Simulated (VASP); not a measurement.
# Mg16O17 (a cell with a defect) in VASP: notebook

Runs on Mg16O17 (a cell with a defect). Level: PBE. Tasks: single point.

All numbers are computed with VASP 6.6.1; they aren't measurements. Logs are shortened: lines on timing, memory, paths and dates and some standing lists are left out, and cuts for length are marked.

**1. The cell of the first run**

The cell holds a defect, 33 atoms: a = 7.369 Å, b = 7.369 Å, c = 7.369 Å, α = 109.47°, β = 109.47°, γ = 109.47°.

**2. Single point, PBE**

Contents of INCAR:

```
ALGO = Normal
EDIFF = 1E-6
ENCUT = 520
GGA = PE
GGA_COMPAT = False
ISIF = 2
ISMEAR = -1
ISYM = -1
LASPH = True
LCHARG = False
LREAL = Auto
LWAVE = False
NBANDS = 89
NELECT = 136.0
NELM = 120
PREC = Accurate
SIGMA = 0.01
```

Contents of KPOINTS:

```
explicit points
1
Reciprocal
  0.25000000   0.25000000   0.25000000 1
```

Contents of POSCAR:

```
Mg16O17
1.0
   -4.2543812300      4.2543812300      4.2543812300
    4.2543812300     -4.2543812300      4.2543812300
    4.2543812300      4.2543812300     -4.2543812300
Mg O
16 17
Direct
   -0.0318652685     -0.0319497696     -0.0078821098
    0.0062475595      0.2470926894      0.7499826244
    0.0015267790      0.4996630262      0.4993385372
    0.0113391343      0.7606555043      0.2756865068
    0.2471386421      0.0061992564      0.7500216430
    0.2629018039      0.2627680595      0.4983140639
    0.2339442439      0.4873250393      0.2263136395
    0.2541992458      0.7520097112      0.0043391739
    0.4998836223      0.0014755377      0.4993706218
    0.4877136974      0.2337202395      0.2264218809
    0.5127866738      0.5126376510      0.0052324883
    0.4823324213      0.7650959855      0.7534019230
    0.7608887932      0.0110126473      0.2756708759
    0.7522107980      0.2541281426      0.0043088522
    0.7651630928      0.4824917865      0.7534814881
    0.7218724261      0.7217685332      0.5054471811
    0.0173361286      0.0172191903      0.5209872788
   -0.0115666644      0.2489152812      0.2474163558
    0.0051859480      0.5042951922      0.0036364865
    0.0398302340      0.7514582796      0.7524586601
    0.2491186010     -0.0117652832      0.2474278733
    0.2453325040      0.2452488255     -0.0226007014
    0.2547973351      0.5040952806      0.7514868384
    0.2521916683      0.7530072710      0.4996864139
    0.5044154212      0.0049714633      0.0035796040
    0.5041625054      0.2546752257      0.7515024694
    0.4287394339      0.4284705346      0.3985926292
    0.4930868642      0.7530984711      0.2554689957
    0.7516053045      0.0398672547      0.7524584251
    0.7531562939      0.2520379444      0.4996384633
    0.7532952095      0.4928867176      0.2554893276
    0.7769463575      0.7766404376      0.0957973623
    0.6957976589      0.6959848777      0.7470977160
```

Potentials or basis: VASP PAW PBE potentials, release 64 (Mg, O).

On the command line:

```sh
$ cat potpaw_PBE.64/Mg/POTCAR potpaw_PBE.64/O/POTCAR > POTCAR
$ mpirun -np 1 vasp_std > vasp.out
```

OUTCAR:

```text
EDIFF = 1E-6
   ENCUT = 520
   GGA = PE
   ISIF = 2
   ISMEAR = -1
   ISYM = -1
   LASPH = True
   LREAL = Auto
   NELECT = 136.0
   NELM = 120
   PREC = Accurate

 ion  position               nearest neighbor table
   1  0.968  0.968  0.992-  33 1.95  32 2.16  18 2.20  21 2.20  20 2.29  29 2.29  22 2.42  16 2.93
                            15 2.94  12 2.94  13 2.97   4 2.97  14 3.03   8 3.03   6 3.07   7 3.13
   2  0.006  0.247  0.750-  22 1.99  29 2.00  17 2.00  23 2.15  30 2.16  19 2.18  13 2.85   7 2.87
                            15 2.87   5 2.90   3 3.03   8 3.04   9 3.05  11 3.05  14 3.06   6 3.06
   3  0.002  0.500  0.499-  20 2.00  31 2.07  18 2.08  30 2.11  23 2.13  24 2.14  12 2.90   4 2.92
                            13 2.94  15 2.96  14 2.98   6 3.00   2 3.03  16 3.03   8 3.04   7 3.04
   4  0.011  0.761  0.276-  32 1.86  24 2.01  21 2.11  17 2.11  31 2.16  19 2.22   5 2.85   3 2.92
                             9 2.94   1 2.97   7 3.00  11 3.00  13 3.01   6 3.03  14 3.05   8 3.10
   5  0.247  0.006  0.750-  22 1.99  20 2.00  17 2.00  26 2.14  24 2.16  25 2.18   4 2.85  12 2.87
                            10 2.87   2 2.90   9 3.03  14 3.04   3 3.05  11 3.05   6 3.06   8 3.06
   6  0.263  0.263  0.498-  27 1.93  26 2.14  23 2.14  18 2.18  21 2.18  17 2.19   7 2.99  10 2.99
                             3 3.00   9 3.00  13 3.03   4 3.03  15 3.03  12 3.03  11 3.05   5 3.06
   7  0.234  0.487  0.226-  27 1.85  19 2.00  28 2.12  22 2.14  18 2.15  24 2.22   2 2.87  14 2.90
                             8 2.93  16 2.95   6 2.99   4 3.00  11 3.01   3 3.04  10 3.05   9 3.10
   8  0.254  0.752  0.004-  20 1.99  21 2.06  28 2.08  19 2.11  23 2.13  25 2.14  12 2.89  10 2.90
                             7 2.93  15 2.95   9 2.98  11 3.00   1 3.03   2 3.04   3 3.04  13 3.05
   9  0.500  0.001  0.499-  29 2.00  28 2.07  21 2.08  24 2.11  26 2.13  30 2.14  15 2.90  13 2.92
                             4 2.94  12 2.96   8 2.98   6 3.00   5 3.03  16 3.03  14 3.04  10 3.04
  10  0.488  0.234  0.226-  27 1.85  25 2.00  31 2.12  22 2.14  21 2.15  30 2.22   5 2.87   8 2.90
                            14 2.93  16 2.95   6 2.99  13 3.00  11 3.02   9 3.04   7 3.05   3 3.09
  11  0.513  0.513  0.005-  32 1.94  26 2.14  23 2.14  22 2.16  28 2.18  31 2.18  14 3.00   8 3.00
                            13 3.00   4 3.00   7 3.01  10 3.02  16 3.03  15 3.04  12 3.04   5 3.05
  12  0.482  0.765  0.753-  33 1.82  25 2.00  24 2.01  23 2.08  29 2.32  32 2.68  27 2.73   5 2.87
                             8 2.89   3 2.90   1 2.94  14 2.95  16 2.95   9 2.96   6 3.03  11 3.04
  13  0.761  0.011  0.276-  32 1.86  30 2.01  18 2.11  17 2.11  28 2.15  25 2.23   2 2.85   9 2.92
                             3 2.94   1 2.97  10 3.00  11 3.00   4 3.01   6 3.03   8 3.05  14 3.10
  14  0.752  0.254  0.004-  29 1.99  18 2.06  31 2.08  25 2.11  26 2.13  19 2.14  15 2.89   7 2.90
                            10 2.93  12 2.95   3 2.98  11 3.00   1 3.03   9 3.04   5 3.04   4 3.05
  15  0.765  0.482  0.753-  33 1.82  19 2.00  30 2.02  26 2.08  20 2.32  32 2.67  27 2.73   2 2.87
                            14 2.89   9 2.90   1 2.94  16 2.95   8 2.95   3 2.96   6 3.03  11 3.04
  16  0.722  0.722  0.505-  33 1.92  27 2.14  28 2.18  31 2.18  20 2.32  29 2.32  17 2.45   1 2.93
                            15 2.95  12 2.95   7 2.95  10 2.95  11 3.03   9 3.03   3 3.03  13 3.13
  17  0.017  0.017  0.521-   5 2.00   2 2.00  13 2.11   4 2.11   6 2.19  16 2.45
  18  0.988  0.249  0.247-  14 2.06   3 2.08  13 2.11   7 2.15   6 2.18   1 2.20
  19  0.005  0.504  0.004-   7 2.00  15 2.00   8 2.11  14 2.14   2 2.18   4 2.22
  20  0.040  0.751  0.752-   8 1.99   5 2.00   3 2.00   1 2.29  15 2.32  16 2.32
  21  0.249  0.988  0.247-   8 2.06   9 2.08   4 2.11  10 2.15   6 2.18   1 2.20
  22  0.245  0.245  0.977-   5 1.99   2 1.99   7 2.14  10 2.14  11 2.16   1 2.42
[... 8 lines left out ...]
  31  0.753  0.493  0.255-   3 2.07  14 2.08  10 2.12   4 2.16  11 2.18  16 2.18
  32  0.777  0.777  0.096-   4 1.86  13 1.86  11 1.94   1 2.16  15 2.67  12 2.68
  33  0.696  0.696  0.747-  12 1.82  15 1.82  16 1.92   1 1.95

IMPORTANT INFORMATION: All symmetrisations will be switched off!
NOSYMM: (Re-)initialisation of all symmetry stuff for point group C_1.

----------------------------------------------------------------------------------------

                                     Primitive cell

  volume of cell :     308.0131

  direct lattice vectors                    reciprocal lattice vectors
    -4.254381230  4.254381230  4.254381230     0.000000000  0.117525904  0.117525904
     4.254381230 -4.254381230  4.254381230     0.117525904  0.000000000  0.117525904
     4.254381230  4.254381230 -4.254381230     0.117525904  0.117525904  0.000000000

  length of vectors
     7.368804445  7.368804445  7.368804445     0.166206727  0.166206727  0.166206727

  position of ions in fractional coordinates (direct lattice)
     0.968134732  0.968050230  0.992117890
     0.006247559  0.247092689  0.749982624
     0.001526779  0.499663026  0.499338537
     0.011339134  0.760655504  0.275686507
     0.247138642  0.006199256  0.750021643
     0.262901804  0.262768059  0.498314064
[... 25 lines left out ...]
     0.776946358  0.776640438  0.095797362
     0.695797659  0.695984878  0.747097716

  ion indices of the primitive-cell ions
   primitive index   ion index
                 1           1
                 2           2
                 3           3
                 4           4
                 5           5
                 6           6
[... 25 lines left out ...]
                32          32
                33          33

----------------------------------------------------------------------------------------

 KPOINTS: explicit points

Read explicit list of k-points.

 Found      1 k-points:

 Following reciprocal coordinates:
            Coordinates               Weight
  0.250000  0.250000  0.250000      1.000000
   k-points           NKPTS =      1   k-points in BZ     NKDIM =      1   number of bands    NBANDS=     89
   number of dos      NEDOS =    301   number of ions     NIONS =     33
   total plane-waves  NPLWV = 175616
   dimension x,y,z NGX =    56 NGY =   56 NGZ =   56
   dimension x,y,z NGXF=   112 NGYF=  112 NGZF=  112
   ions per type =              16  17
   NGX,Y,Z   is equivalent  to a cutoff of  12.63, 12.63, 12.63 a.u.
   NGXF,Y,Z  is equivalent  to a cutoff of  25.27, 25.27, 25.27 a.u.
 SYSTEM =  unknown system
   PREC   = accura    normal or accurate (medium, high low for compatibility)
   ISTART =      0    job   : 0-new  1-cont  2-samecut
   ICHARG =      2    charge: 1-file 2-atom 10-const
   ISPIN  =      1    spin polarized calculation?
   LNONCOLLINEAR =      F non collinear calculations
   LSORBIT =      F    spin-orbit coupling
   LASPH  =      T    aspherical Exc in radial PAW
   ENCUT  =  520.0 eV  38.22 Ry    6.18 a.u.  13.70 13.70 13.70*2*pi/ulx,y,z
   NELM   =    120;   NELMIN=  2; NELMDL= -5     # of ELM steps
   EDIFF  = 0.1E-05   stopping-criterion for ELM
   LREAL  =      T    real-space projection
   EDIFFG = 0.1E-04   stopping-criterion for IOM
   NSW    =      0    number of steps for IOM
   IBRION =     -1    ionic relax: 0-MD 1-quasi-New 2-CG
   NFREE  =      0    steps in history (QN), initial steepest desc. (CG)
   ISIF   =      2    stress and relaxation
   ISYM   =     -1    0-nonsym 1-usesym 2-fastsym
   POTIM  = 0.5000    time-step for ionic-motion
   TEBEG  =    0.0;   TEEND  =   0.0 temperature during run
   PSTRESS=    0.0 pullay stress
   NELECT =     136.0000    total number of electrons
   NUPDOWN=      -1.0000    fix difference up-down
   EMIN   =  10.00;   EMAX   =-10.00  energy-range for DOS
   EFERMI =   0.00;   METHOD = LEGACY
   ISMEAR =    -1;   SIGMA  =   0.01  broadening in eV -4-tet -1-fermi 0-gaus
   EFERMI_NEDOS =   21; number of points for ismear=-14 and -15
   IALGO  =     38    algorithm
   IMIX   =      4    mixing-type and parameters
     AMIX     =   0.40;   BMIX     =  1.00
     AMIX_MAG =   1.60;   BMIX_MAG =  1.00
  volume/ion in A,a.u.               =       9.33        62.99
  Fermi-wavevector in a.u.,A,eV,Ry     =   1.246612  2.355756 21.144027  1.554042
  Thomas-Fermi vector in A             =   2.380782
   LORBIT       =      0    0 simple, 1 ext, 2 COOP (PROOUT), +10 PAW based schemes
   GGA     = PE    functional components
   LHFCALC =     F    Hartree Fock is set to
   AEXX    =    0.0000 exact exchange contribution
   IVDW    =     0    specifies the selected vdW correction
   LEPSILON=     F    determine dielectric tensor
   LRPA    =     F    only Hartree local field effects (RPA)
 non-spin polarized calculation
  energy-cutoff  :      520.00
  volume of cell :      308.01
 maximum number of plane-waves:      8280
 NGX is ok and might be reduce to    54
   NGX = 27   NGY = 27   NGZ = 27

 number of electron     136.0000001 magnetization

 Free energy of the ion-electron system (eV)
  ---------------------------------------------------
  ext. energy  EPLUGINS =         0.00000000
  ---------------------------------------------------
  free energy    TOTEN  =      -180.24666941 eV

  energy without entropy =     -180.24666941  energy(sigma->0) =     -180.24666941

 E-fermi :   6.0644     XC(G=0): -11.1315

 val. band max:        5.7794823389   @ k =   0.2500   0.2500   0.2500
 cond. band min:       9.8346646308   @ k =   0.2500   0.2500   0.2500
 fundamental gap:      4.0551822919
 Fermi energy:         6.0643918935

 k-point     1 :       0.2500    0.2500    0.2500
  band No.  band energies     occupation
      1     -13.8973      2.00000
      2     -13.7557      2.00000
      3     -13.7335      2.00000
      4     -13.4013      2.00000
      5     -13.2388      2.00000
      6     -13.0618      2.00000
[... 72 lines left out ...]
     79      12.6219      0.00000
     80      12.8004      0.00000
 [bands above 80 left out]

------------------------ aborting loop because EDIFF is reached ----------------------------------------

  FORCE on cell =-STRESS in cart. coord.  units (eV):
  Direction    XX          YY          ZZ          XY          YZ          ZX
  --------------------------------------------------------------------------------------
  -------------------------------------------------------------------------------------
  Total       43.8149880     43.8263674     29.4365580      3.8804757     -0.1597634     -0.1398696
  in kB      227.9103649    227.9695564    153.1187609     20.1848879     -0.8310337     -0.7275533
  external PRESSURE =     202.9995607 kB  Pullay stress =       0.0000000 kB

 VOLUME and BASIS-vectors are now :
 -----------------------------------------------------------------------------
  energy-cutoff  :      520.00
  volume of cell :      308.01
      direct lattice vectors                 reciprocal lattice vectors
    -4.254381230  4.254381230  4.254381230     0.000000000  0.117525904  0.117525904
     4.254381230 -4.254381230  4.254381230     0.117525904  0.000000000  0.117525904
     4.254381230  4.254381230 -4.254381230     0.117525904  0.117525904  0.000000000

 POSITION                                       TOTAL-FORCE (eV/Angst)
 -----------------------------------------------------------------------------------
      4.22049      4.22121      4.01642        -0.027298     -0.027065     -0.029191
      4.21536      2.16607     -2.11291         0.030361     -0.012792      0.000062
      4.24364      0.00512      0.00788        -0.003125      0.015005     -0.004008
      4.36075     -2.01500      2.11148        -0.069547     -0.034576     -0.039471
      2.16583      4.21593     -2.11308        -0.016263      0.032897     -0.000921
      2.11945      2.12059      0.11638        -0.090726     -0.089576     -0.341081
[... 25 lines left out ...]
      0.40626      0.40886      6.20199        -0.063968     -0.059330     -0.273393
      3.17924      3.17764      2.74274         0.055365      0.081411      0.857833
 -----------------------------------------------------------------------------------
    total drift:                                0.000006      0.002742      0.009957

  FREE ENERGIE OF THE ION-ELECTRON SYSTEM (eV)
  ---------------------------------------------------
  free  energy   TOTEN  =      -180.2466694081 eV

  energy  without entropy=     -180.2466694081  energy(sigma->0) =     -180.24666941
```

Wall time 73 s (1 thread of Intel Xeon 6975P-C (Granite Rapids), shared host); peak memory 0.39 GiB.

Results:

* Free energy: -180.2467 eV
* Largest force: 0.863 eV/Å

Forces in eV/Å, atoms in the order of the input:
```
Mg  -0.027 -0.027 -0.029
Mg   0.030 -0.013  0.000
Mg  -0.003  0.015 -0.004
Mg  -0.070 -0.035 -0.039
Mg  -0.016  0.033 -0.001
Mg  -0.091 -0.090 -0.341
Mg   0.031  0.052 -0.044
Mg  -0.023  0.002 -0.005
Mg   0.014 -0.003 -0.008
Mg   0.058  0.024 -0.045
Mg   0.049  0.050 -0.226
Mg  -0.105  0.065 -0.041
Mg  -0.030 -0.074 -0.038
Mg   0.004 -0.022 -0.009
Mg   0.069 -0.111 -0.038
Mg  -0.050 -0.050  0.093
O   -0.009 -0.009  0.084
O   -0.023 -0.024 -0.061
O    0.028 -0.009  0.021
O   -0.155  0.145  0.190
O   -0.023 -0.021 -0.060
O    0.046  0.047  0.073
O   -0.090  0.073  0.050
O   -0.022  0.000  0.017
O   -0.002  0.028  0.020
O    0.074 -0.091  0.055
O    0.156  0.162 -0.268
O    0.018  0.021 -0.071
O    0.145 -0.157  0.196
O    0.005 -0.022  0.017
O    0.020  0.016 -0.071
O   -0.064 -0.059 -0.273
O    0.055  0.081  0.858
```

Levels at points of the mesh, in eV from the Fermi level:
```
           k point  band 65  band 66  band 67  band 68  band 69  band 70  band 71  band 72
(0.25, 0.25, 0.25)    -2.59    -1.97    -1.35    -0.28     3.77     3.86     3.99     4.27
```

Caveat: the cell carries a net charge on a neutralising background, which shifts energy and pressure; the cell is charged against a uniform background, so pressure and absolute levels hang on convention.

**3. Single point, PBE**

Contents of INCAR:

```
PREC = Accurate
ENCUT = 520
EDIFF = 1E-6
ISMEAR = -1
SIGMA = 0.01
LREAL = Auto
LASPH = T
NELM = 120
ALGO = Normal
ISIF = 2
LWAVE = F
LCHARG = F
GGA = PE
NBANDS = 89
NELECT = 136.0
GGA_COMPAT = F
ISYM = -1
```

KPOINTS is that of step 2.

Contents of POSCAR:

```
Mg16O17
1.0
   -4.2543812300      4.2543812300      4.2543812300
    4.2543812300     -4.2543812300      4.2543812300
    4.2543812300      4.2543812300     -4.2543812300
Mg O
16 17
Direct
   -0.0306625084     -0.0307732178     -0.0029614177
    0.0050155355      0.2412493015      0.7485331774
   -0.0019932393      0.4978830964      0.4982065277
    0.0147338700      0.7668113936      0.2838117777
    0.2413151160      0.0050376303      0.7486208517
    0.2966280951      0.2965829651      0.5138469925
    0.2302788460      0.4857025942      0.2182495996
    0.2518039503      0.7516578386      0.0057933219
    0.4980563296     -0.0020675157      0.4982065277
    0.4862307556      0.2299972539      0.2184961689
    0.5255497519      0.5254386899     -0.0029608301
    0.4785195284      0.7751942813      0.7559805589
    0.7670921630      0.0143950428      0.2837537199
    0.7518677399      0.2517221523      0.0057933219
    0.7752090896      0.4786850049      0.7561608436
    0.7149977483      0.7149527359      0.5138475801
    0.0106806366      0.0105729829      0.5235226651
   -0.0066874590      0.2552258346      0.2516462306
    0.0019403527      0.4974255680      0.0016326699
    0.0104883643      0.7455232215      0.7529683700
    0.2554592410     -0.0069218056      0.2516546924
    0.2338213118      0.2338014499     -0.0300963861
    0.2402877045      0.5051142302      0.7529487431
    0.2478242882      0.7520838700      0.5021751424
    0.4975953930      0.0017091792      0.0015713213
    0.5051760488      0.2402158962      0.7529697803
    0.4365157704      0.4362380566      0.3750203411
    0.4941531768      0.7560651775      0.2516444677
    0.7455640030      0.0103956363      0.7529472153
    0.7521875279      0.2476541107      0.5021083877
    0.7563081036      0.4939282322      0.2516530471
    0.8015835478      0.8012384917      0.1050860221
    0.6171280518      0.6173535840      0.7367432138
```

Potentials or basis: VASP PAW PBE potentials, release 64 (Mg, O).

On the command line:

```sh
$ cat potpaw_PBE.64/Mg/POTCAR potpaw_PBE.64/O/POTCAR > POTCAR
$ mpirun -np 1 vasp_std > vasp.out
```

Run time: 69 s. Hardware: 1 thread of Intel Xeon 6975P-C (Granite Rapids), shared host; peak memory 0.39 GiB.

Results (log left out):

```
Free energy   : -179.2523 eV
Largest force : 0.052 eV/Å
```

Forces on the atoms (eV/Å):
```
Mg   0.009  0.009 -0.011
Mg  -0.015  0.012  0.000
Mg  -0.004 -0.003  0.002
Mg   0.007 -0.004  0.000
Mg   0.008 -0.012  0.000
Mg   0.006  0.007  0.019
Mg  -0.012 -0.022  0.001
Mg   0.001  0.003  0.001
Mg  -0.004 -0.003 -0.001
Mg  -0.006 -0.023  0.001
Mg   0.009  0.008  0.012
Mg  -0.004  0.013  0.000
Mg   0.005  0.003  0.001
Mg   0.001  0.003 -0.001
Mg   0.018 -0.016  0.000
Mg   0.006  0.007 -0.019
O    0.020  0.019 -0.001
O    0.013 -0.014  0.000
O   -0.009 -0.013 -0.001
O   -0.015  0.006  0.000
O   -0.013  0.011  0.001
O   -0.006  0.000  0.000
O    0.006 -0.016 -0.010
O    0.020 -0.006 -0.001
O    0.002 -0.009  0.000
O   -0.014  0.006  0.000
O    0.026  0.045 -0.001
O    0.012 -0.013  0.001
O    0.007 -0.017  0.010
O    0.005  0.020 -0.001
O   -0.012  0.011 -0.002
O   -0.020 -0.012  0.002
O   -0.044 -0.001  0.000
```

Levels at points of the mesh, in eV from the Fermi level:
```csv
k point,band 64,band 65,band 66,band 67,band 68,band 69,band 70,band 71,band 72,band 73
"(0.25, 0.25, 0.25)",-3.63,-3.36,-3.07,-2.80,-0.33,2.86,3.00,3.20,3.36,4.93
```

Caveat: the cell carries a net charge on a neutralising background, which shifts energy and pressure; the cell is charged against a uniform background, so pressure and absolute levels hang on convention.

(Continued in part 2 of 2.)
